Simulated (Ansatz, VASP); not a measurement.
## CdTe in VASP and in Ansatz

```
Cd Te
1.0
     0.00000    3.27996    3.27996
     3.27996    0.00000    3.27996
     3.27996    3.27996    0.00000
Cd Te
1 1
Direct
  0.00000 0.00000 0.00000
  0.25000 0.25000 0.25000
```

Alike in both runs: task single point; functional r2SCAN; k mesh 6 × 6 × 6; occupations fermi-dirac, width 0.02 eV; non-collinear spin, spin-orbit coupling.

|  | VASP | Ansatz |
| --- | --- | --- |
| version | VASP 6.6.1 | Ansatz 0.2.0 |
| potentials or method | VASP PAW PBE potentials, release 64 (Cd, Te) | plane waves, PAW |
| plane-wave cutoff (eV) | 520 | 500 |
| valence electrons in the cell | 18 | 36 |

|  | VASP | Ansatz | Ansatz less VASP |
| --- | --- | --- | --- |
| pressure (GPa) | 0.1 | 0.0 | -0.13 |

VASP's potentials were made for PBE, not for r2SCAN. VASP's potentials hold 18 valence electrons a cell and Ansatz's 36, so a difference there can come from the potentials and not from the codes.
